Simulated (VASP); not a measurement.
A run of VASP 6.6.1:

Contents of INCAR:

```
SYSTEM = TiSi2
ALGO = Normal
EDIFF = 1E-6
ENCUT = 520
GGA = PE
ISIF = 2
ISMEAR = 0
LASPH = .TRUE.
LCHARG = .FALSE.
LREAL = .FALSE.
LWAVE = .FALSE.
NBANDS = 29
NELM = 100
PREC = Accurate
SIGMA = 0.15
```

KPOINTS

```
k-points
0
G
  14 14 14
  0 0 0
```

File POSCAR:

```
TiSi2
1.0
    0.0000000000      3.8043666362      4.2795976070
    2.2115593966      0.0000000000      4.2795976070
    2.2115593966      3.8043666362      0.0000000000
Ti Si
2 4
Direct
    0.7500000000      0.7500000000      0.7500000000
    0.5000000000      0.5000000000      0.5000000000
    0.0868244591      0.4131755409      0.0868244591
    0.4131755409      0.0868244591      0.4131755409
    0.1631755409      0.8368244591      0.1631755409
    0.8368244591      0.1631755409      0.8368244591
```

Potentials or basis: VASP PAW PBE potentials, release 64 (Ti_sv, Si).

Launch:

```console
$ cat potpaw_PBE.64/Ti_sv/POTCAR potpaw_PBE.64/Si/POTCAR > POTCAR
$ mpirun -np 1 vasp_std > vasp.out
```

Hardware: 1 thread of Intel(R) Xeon(R) 6975P-C (Granite Rapids), with other jobs on the host.

Question: How long does it take, and how much memory?

Answer: Run time: 11 min on 1 thread of Intel(R) Xeon(R) 6975P-C (Granite Rapids) (shared host), peak memory 0.78 GiB. Counts: scf iterations 15, k points 428.
